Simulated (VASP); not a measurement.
A run of VASP 6.6.1 is set up as follows.

INCAR

```
  PREC = Accurate
  ENCUT = 520
  EDIFF = 1E-7
  ISMEAR = -1
  SIGMA = 0.002
  LREAL = Auto
  LASPH = T
  NELM = 100
  ALGO = Normal
  ISIF = 2
  LWAVE = F
  LCHARG = F
  GGA = PS
  NBANDS = 70
```

KPOINTS

```
regular mesh
0
Gamma
  2 2 2
```

The input POSCAR:

```
Na16H
1.0
    8.4600000000      0.0000000000      0.0000000000
    0.0000000000      8.4600000000      0.0000000000
    0.0000000000      0.0000000000      8.4600000000
Na H
16 1
Direct
    0.0242553191      0.0329314421     -0.0200472813
    0.4876241135      0.0176950355     -0.0131678487
    0.0194562648      0.5221040189     -0.0039952719
    0.0181205674     -0.0304255319      0.5001418440
    0.2439243499      0.2599054374      0.2784633570
    0.4599290780      0.5468676123      0.0124822695
    0.5424586288      0.0090543735      0.4908510638
    0.7690425532      0.2582387707      0.2602482270
   -0.0113711584      0.4807210402      0.4983215130
    0.2790307329      0.7515366430      0.2703900709
    0.2496926714      0.2069148936      0.7830969267
    0.5144208038      0.5073522459      0.4988534279
    0.7902718676      0.7557092199      0.2239716312
    0.7716666667      0.1815839243      0.7373640662
    0.2571867612      0.7663947991      0.7688061466
    0.7137234043      0.7623640662      0.7312884161
    0.4964302600      0.7521513002      0.1284042553
```

Potentials or basis: VASP PAW PBE potentials, release 64 (Na_pv, H).

Run with:

```sh
$ cat potpaw_PBE.64/Na_pv/POTCAR potpaw_PBE.64/H/POTCAR > POTCAR
$ mpirun -np 1 vasp_std > vasp.out
```

**Question.** Estimate the band gap on the k mesh.

**Answer.** Zero (an odd number of electrons rules out a gap without spin polarisation).

**Question.** What does it give for the pressure?

**Answer.** 0.1 GPa.

**Question.** Estimate the largest force.

**Answer.** 0.622 eV/Å.

Stress tensor (GPa, compression positive):
```
 0.04 -0.02  0.06
-0.02  0.19  0.09
 0.06  0.09  0.03
```

Caveat: the k points lie up to 0.37 Å⁻¹ apart, too coarse for converged energies and pressures of a metal; the PAW data sets were made with another functional, which shifts forces and pressure a little.
